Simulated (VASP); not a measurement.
A run of VASP 6.6.1:

File INCAR:

```
SYSTEM = Y2SbN
PREC = Accurate ; ENCUT = 520
EDIFF = 1E-6 ; ISMEAR = -1
SIGMA = 0.15 ; LREAL = .FALSE.
LASPH = .TRUE. ; NELM = 60
ALGO = Normal ; ISIF = 2
LWAVE = .FALSE. ; LCHARG = .TRUE.
GGA = PS ; LELF = .TRUE.
LVHAR = .TRUE. ; NBANDS = 24
```

KPOINTS

```
regular mesh
0
G
  10 10 8
  0 0 0
```

POSCAR

```
Y2SbN
1.0
    3.9645715478      0.0000000000      0.0000000000
    0.0000000000      3.9645715478      0.0000000000
    0.0000000000      0.0000000000      5.6695837911
Y Sb N
2 1 1
Direct
    0.0000000000      0.0000000000      0.0000000000
    0.5000000000      0.5000000000      0.5000000000
    0.0000000000      0.0000000000      0.5000000000
    0.5000000000      0.5000000000      0.0000000000
```

Potentials or basis: VASP PAW PBE potentials, release 64 (Y_sv, Sb, N).

The run is started by

```sh
$ cat potpaw_PBE.64/Y_sv/POTCAR potpaw_PBE.64/Sb/POTCAR potpaw_PBE.64/N/POTCAR > POTCAR
$ mpirun -np 1 vasp_std > vasp.out
```

Hardware: 1 thread of Intel Xeon 8259CL (shared host).

Q: How long does it take, and how much memory?

A: Wall time 6.7 min on 1 thread of Intel Xeon 8259CL (shared host), peak memory 0.34 GiB. Counts: scf iterations 15, k points 105.
